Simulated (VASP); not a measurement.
Here is a VASP 6.6.1 calculation.

Contents of INCAR:

```
ALGO = Normal
EDIFF = 1E-6
EDIFFG = -0.005
ENCUT = 600
IBRION = 2
ISIF = 3
ISMEAR = -1
LASPH = T
LCHARG = F
LREAL = F
LWAVE = F
NELM = 80
NSW = 60
PREC = Accurate
PSTRESS = 680.0
SIGMA = 0.08
```

Contents of KPOINTS:

```
k-points
0
Gamma
  9 9 12
```

The input POSCAR:

```
Ir
1.0
    4.0889839211      0.0000000000      0.0000000000
   -2.0444919606      3.5411639513      0.0000000000
    0.0000000000      0.0000000000      2.5351700311
Ir
3
Direct
    0.0000000000      0.0000000000      0.0000000000
    0.3333333333      0.6666666667      0.5000000000
    0.6666666667      0.3333333333      0.5000000000
```

Potentials or basis: VASP PAW LDA potentials, release 64 (Ir).

Launch:

```bash
$ cat potpaw_LDA.64/Ir/POTCAR > POTCAR
$ mpirun -np 1 vasp_std > vasp.out
```

Problem. Predict the relaxed volume.

Solution. 12.59 Å³/atom.

Problem. What does it give for the relaxed cell?

Solution. a = 4.147 Å, b = 4.147 Å, c = 2.535 Å, α = 90.00°, β = 90.00°, γ = 120.00°.

Problem. Predict the space group after relaxing (to 0.1 Å).

Solution. P6/mmm (No. 191).

The path:
| step | energy change (eV) | largest force (eV/Å) | pressure (GPa) | volume (Å³) |
| --- | --- | --- | --- | --- |
| 1 | 0.0000 | 0.0000 | 89.37 | 36.71 |
| 2 | -1.2291 | 0.0000 | -21.14 | 46.04 |
| 3 | -0.6151 | 0.0000 | 64.59 | 37.97 |
| 4 | -0.5595 | 0.0000 | 67.01 | 37.84 |
| 5 | -0.5498 | 0.0000 | 67.42 | 37.82 |
| 6 | -0.4677 | 0.0000 | 70.19 | 37.64 |
| 7 | -0.5260 | 0.0000 | 68.36 | 37.75 |
| 8 | -0.5255 | 0.0000 | 68.38 | 37.75 |
| 9 | -0.5731 | 0.0000 | 66.31 | 37.86 |
| 10 | -0.5341 | 0.0000 | 68.01 | 37.77 |

Caveat: the cell is relaxed towards a set pressure, so the run minimises the enthalpy, not the energy.
